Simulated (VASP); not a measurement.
Runs of VASP 6.6.1 on In2O3. The structure is that of space group R-3c (No. 167), or close to it. The cells are those of the table. 

```tsv
cell	gap on the mesh (eV)	pressure (GPa)	largest force (eV/Å)
a = 5.860 Å, angles 56.7°, 10 atoms	1.02	1.7	0.09
a = 5.802 Å, angles 56.7°, 10 atoms	1.22	6.9	0.09
a = 5.628 Å, angles 56.7°, 10 atoms	1.79	(a)	(c)
a = 5.686 Å, angles 56.7°, 10 atoms	1.61	19.6	(d)
a = 5.744 Å, angles 56.7°, 10 atoms	1.42	(b)	0.10
```

Alike in all rows: task single point; level PBE; potentials or basis VASP PAW PBE potentials, release 64 (In_d, O); no spin polarisation; k mesh 6 × 6 × 6; cutoff (eV) 520; smearing fermi-dirac 0.02 eV.

**Question.** Fill in the values left out.

**Answer.** (a) 27.5; (b) 12.8; (c) 0.12; (d) 0.11.

Caveats: spin-orbit coupling is left out, which moves the levels of the heavy elements.

A k mesh can miss the band edges, and the runs leave out spin-orbit coupling on In.
